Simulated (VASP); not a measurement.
# Ni3Ge (Pm-3m) in VASP: further runs, part 2 of 2

VASP 6.6.1.

## Step 4: Single point, PBEsol, collinear spin, ferromagnetic start

This run uses another cell than the first one, of 11.44 Å³/atom, 1.083 times its volume.

INCAR

```
SYSTEM = Ni3Ge
  PREC = Accurate
  ENCUT = 520
  EDIFF = 1E-6
  ISMEAR = -1
  SIGMA = 0.05
  LREAL = .FALSE.
  LASPH = .TRUE.
  NELM = 150
  ALGO = Normal
  ISIF = 2
  LWAVE = .FALSE.
  LCHARG = .FALSE.
  ISPIN = 2
  MAGMOM = 0 1 1 1
  LORBIT = 11
  LMAXMIX = 4
  GGA = PS
  NBANDS = 34
```

KPOINTS

```
regular mesh
0
G
  8 8 8
  0 0 0
```

POSCAR

```
Ni3Ge
1.0
    3.5767911988      0.0000000000      0.0000000000
    0.0000000000      3.5767911988      0.0000000000
    0.0000000000      0.0000000000      3.5767911988
Ge Ni
1 3
Direct
    0.0000000000      0.0000000000      0.0000000000
    0.5000000000      0.5000000000      0.0000000000
    0.0000000000      0.5000000000      0.5000000000
    0.5000000000      0.0000000000      0.5000000000
```

The run is started by

```sh
> cat potpaw_PBE.64/Ge_d/POTCAR potpaw_PBE.64/Ni/POTCAR > POTCAR
> mpirun -np 1 vasp_std > vasp.out
```

Wall time 69 s (1 thread of Intel Xeon Platinum 8488C (Sapphire Rapids), shared host); peak memory 0.22 GiB.

Results (log left out):

```yaml
Free_energy: -24.6951 eV
Pressure: -8.2 GPa
Band_gap_on_the_k_mesh: zero (filled and empty bands overlap)
Net_moment: 0.00 μB per cell
Valence_electrons_inside_the_program's_atomic_spheres: Ge 12.41; Ni 9.38
```

Levels at points of the mesh, in eV from the Fermi level:
Spin up:
```csv
k point,band 18,band 19,band 20,band 21,band 22,band 23,band 24,band 25,band 26,band 27
"(0.00, 0.00, 0.00)",-0.91,-0.56,-0.56,-0.28,0.02,0.02,0.02,3.62,6.66,6.66
"(0.50, 0.00, 0.00)",-1.23,-1.18,-1.08,-0.51,0.02,3.48,3.48,4.36,5.64,5.64
"(0.50, 0.50, 0.00)",-1.33,-1.15,-1.05,-0.90,-0.89,0.59,0.59,5.48,6.23,8.46
"(0.50, 0.50, 0.50)",-1.26,-1.11,-1.11,-0.44,-0.20,-0.20,-0.20,0.56,4.03,4.03
```
Spin down:
```
           k point  band 19  band 20  band 21  band 22  band 23  band 24  band 25  band 26
(0.00, 0.00, 0.00)    -0.56    -0.56    -0.28     0.02     0.02     0.02     3.62     6.66
(0.50, 0.00, 0.00)    -1.18    -1.08    -0.51     0.02     3.48     3.48     4.36     5.64
(0.50, 0.50, 0.00)    -1.15    -1.05    -0.90    -0.89     0.59     0.59     5.48     6.23
(0.50, 0.50, 0.50)    -1.11    -1.11    -0.44    -0.20    -0.20    -0.20     0.56     4.03
```

Caveat: the PAW data sets were made with another functional, which shifts forces and pressure a little.

## Step 5: Single point, PBEsol, collinear spin, ferromagnetic start

This run uses another cell than the first one, of 11.66 Å³/atom, 1.104 times its volume.

INCAR

```
  PREC = Accurate
  ENCUT = 520
  EDIFF = 1E-7
  ISMEAR = -1
  SIGMA = 0.05
  LREAL = F
  LASPH = T
  NELM = 150
  ALGO = Normal
  ISIF = 2
  LWAVE = F
  LCHARG = T
  ISPIN = 2
  MAGMOM = 0 1 1 1
  LORBIT = 11
  LMAXMIX = 4
  GGA = PS
  LELF = T
  LVHAR = T
  NBANDS = 34
```

KPOINTS

```
Automatic mesh
0
Gamma
  8 8 8
```

POSCAR

```
Ni3Ge
1.0
    3.5995739226      0.0000000000      0.0000000000
    0.0000000000      3.5995739226      0.0000000000
    0.0000000000      0.0000000000      3.5995739226
Ge Ni
1 3
Direct
    0.0000000000      0.0000000000      0.0000000000
    0.5000000000      0.5000000000      0.0000000000
    0.0000000000      0.5000000000      0.5000000000
    0.5000000000      0.0000000000      0.5000000000
```

Potentials or basis: VASP PAW PBE potentials, release 64 (Ge_d, Ni).

The run is started by

```sh
> cat potpaw_PBE.64/Ge_d/POTCAR potpaw_PBE.64/Ni/POTCAR > POTCAR
> mpirun -np 1 vasp_std > vasp.out
```

OUTCAR:

```text
PREC = Accurate
   ENCUT = 520
   EDIFF = 1E-7
   ISMEAR = -1
   LREAL = F
   LASPH = T
   NELM = 150
   ISIF = 2
   ISPIN = 2
   LORBIT = 11
   GGA = PS

 ion  position               nearest neighbor table
   1  0.000  0.000  0.000-   2 2.55   3 2.55   4 2.55   3 2.55   4 2.55   2 2.55   3 2.55   3 2.55
                             2 2.55   4 2.55   4 2.55   2 2.55
   2  0.500  0.500  0.000-   1 2.55   3 2.55   4 2.55   3 2.55   4 2.55   1 2.55   4 2.55   4 2.55
                             1 2.55   3 2.55   3 2.55   1 2.55
   3  0.000  0.500  0.500-   1 2.55   2 2.55   4 2.55   1 2.55   2 2.55   1 2.55   4 2.55   1 2.55
                             2 2.55   4 2.55   2 2.55   4 2.55
   4  0.500  0.000  0.500-   1 2.55   2 2.55   3 2.55   1 2.55   2 2.55   2 2.55   3 2.55   2 2.55
                             1 2.55   3 2.55   1 2.55   3 2.55

  LATTYP: Found a simple cubic cell.
 ALAT       =     3.5995739226

  Lattice vectors:

 A1 = (   3.5995739226,   0.0000000000,   0.0000000000)
 A2 = (   0.0000000000,   3.5995739226,   0.0000000000)
 A3 = (   0.0000000000,   0.0000000000,   3.5995739226)

[... 1988 lines left out ...]
  Direction    XX          YY          ZZ          XY          YZ          ZX
  --------------------------------------------------------------------------------------
  -------------------------------------------------------------------------------------
  Total       -3.3323418     -3.3323418     -3.3323418      0.0000000      0.0000000     -0.0000000
  in kB     -114.4739938   -114.4739938   -114.4739938      0.0000000      0.0000000     -0.0000000
  external PRESSURE =    -114.4739938 kB  Pullay stress =       0.0000000 kB

 VOLUME and BASIS-vectors are now :
 -----------------------------------------------------------------------------
  energy-cutoff  :      520.00
  volume of cell :       46.64
      direct lattice vectors                 reciprocal lattice vectors
     3.599573923  0.000000000  0.000000000     0.277810658  0.000000000  0.000000000
     0.000000000  3.599573923  0.000000000     0.000000000  0.277810658  0.000000000
     0.000000000  0.000000000  3.599573923     0.000000000  0.000000000  0.277810658

 POSITION                                       TOTAL-FORCE (eV/Angst)
 -----------------------------------------------------------------------------------
      0.00000      0.00000      0.00000         0.000000      0.000000      0.000000
      1.79979      1.79979      0.00000         0.000000      0.000000      0.000000
      0.00000      1.79979      1.79979         0.000000      0.000000      0.000000
      1.79979      0.00000      1.79979         0.000000      0.000000      0.000000
 -----------------------------------------------------------------------------------
    total drift:                                0.000000      0.000000      0.000000

  FREE ENERGIE OF THE ION-ELECTRON SYSTEM (eV)
  ---------------------------------------------------
  free  energy   TOTEN  =       -24.6406455525 eV

  energy  without entropy=      -24.6218820460  energy(sigma->0) =      -24.63126380

 total charge

# of ion       s       p       d       tot
------------------------------------------
    1        1.089   1.179  10.118  12.386
    2        0.452   0.491   8.400   9.343
    3        0.452   0.491   8.400   9.343
    4        0.452   0.491   8.400   9.343
--------------------------------------------------
tot          2.446   2.652  35.319  40.416

 magnetization (x)

# of ion       s       p       d       tot
------------------------------------------
    1       -0.000  -0.000  -0.000  -0.000
    2       -0.000  -0.000   0.000   0.000
    3       -0.000  -0.000   0.000   0.000
    4       -0.000  -0.000   0.000   0.000
--------------------------------------------------
tot         -0.000  -0.000   0.000   0.000
```

OSZICAR:

```text
N       E                     dE             d eps       ncg     rms          rms(c)
DAV:   1     0.311380498714E+03    0.31138E+03   -0.18826E+04  5438   0.287E+03
DAV:   2     0.144121579478E+02   -0.29697E+03   -0.27680E+03  4760   0.482E+02
DAV:   3    -0.265692086154E+02   -0.40981E+02   -0.39516E+02  4984   0.150E+02
DAV:   4    -0.279158937884E+02   -0.13467E+01   -0.13434E+01  5492   0.309E+01
DAV:   5    -0.279423563956E+02   -0.26463E-01   -0.26459E-01  6360   0.379E+00    0.186E+01
DAV:   6    -0.280907461785E+02   -0.14839E+00   -0.26376E+01  5468   0.757E+01    0.178E+01
DAV:   7    -0.246923198219E+02    0.33984E+01   -0.12576E+01  5454   0.449E+01    0.327E+00
DAV:   8    -0.246525021088E+02    0.39818E-01   -0.32426E-01  5656   0.435E+00    0.124E+00
DAV:   9    -0.246428832176E+02    0.96189E-02   -0.18785E-02  6320   0.135E+00    0.508E-01
DAV:  10    -0.246410219306E+02    0.18613E-02   -0.15303E-03  6448   0.404E-01    0.227E-01
DAV:  11    -0.246406033176E+02    0.41861E-03   -0.72840E-04  6750   0.345E-01    0.776E-02
DAV:  12    -0.246406475651E+02   -0.44247E-04   -0.14056E-04  6336   0.103E-01    0.360E-02
DAV:  13    -0.246406462651E+02    0.13001E-05   -0.16242E-05  6386   0.547E-02    0.106E-02
DAV:  14    -0.246406456062E+02    0.65889E-06   -0.15136E-06  6666   0.136E-02    0.543E-03
DAV:  15    -0.246406455525E+02    0.53659E-07   -0.34986E-07  4498   0.765E-03
   1 F= -.24640646E+02 E0= -.24631264E+02  d E =-.187635E-01  mag=     0.0002
```

stdout:

```text
POSCAR found type information on POSCAR GeNi
 POSCAR found :  2 types and       4 ions
 scaLAPACK will be used
 -----------------------------------------------------------------------------
|                                                                             |
|                                                                             |
|     You enforced a specific xc type in the INCAR file but a different       |
|     I HOPE YOU KNOW WHAT YOU ARE DOING!                                     |
|                                                                             |
 -----------------------------------------------------------------------------

 LDA part: xc-table for (Slater+PW92), standard interpolation
 POSCAR, INCAR and KPOINTS ok, starting setup
 FFT: planning ... GRIDC
 FFT: planning ... GRID_SOFT
 FFT: planning ... GRID
 WAVECAR not read
 entering main loop
```

It took 79 s on 1 thread of Intel Xeon Platinum 8488C (Sapphire Rapids), shared host; peak memory 0.22 GiB.

What came out:

- Free energy: -24.6406 eV
- Pressure: -11.4 GPa
- Band gap on the k mesh: zero (filled and empty bands overlap)
- Net moment: 0.00 μB per cell
- Valence electrons inside the program's atomic spheres: Ge 12.39; Ni 9.34

Caveat: the PAW data sets were made with another functional, which shifts forces and pressure a little.

## Step 6: Summary

```csv
cell,gap on the mesh (eV),pressure (GPa),moment (μB)
"a = 3.483 Å, 4 atoms",none,9.0,0.00
"a = 3.530 Å, 4 atoms",none,-0.6,0.00
"a = 3.577 Å, 4 atoms",none,-8.2,0.00
"a = 3.600 Å, 4 atoms",none,-11.4,0.00
```

Alike in all rows: task single point; level PBEsol; potentials or basis VASP PAW PBE potentials, release 64 (Ge_d, Ni); spin collinear, ferromagnetic start; k mesh 8 × 8 × 8; cutoff (eV) 520; smearing fermi-dirac 0.05 eV.

Caveats: the PAW data sets were made with another functional, which shifts forces and pressure a little.

Total energies depend on the potentials used, so only differences within one code and one set of settings carry meaning.
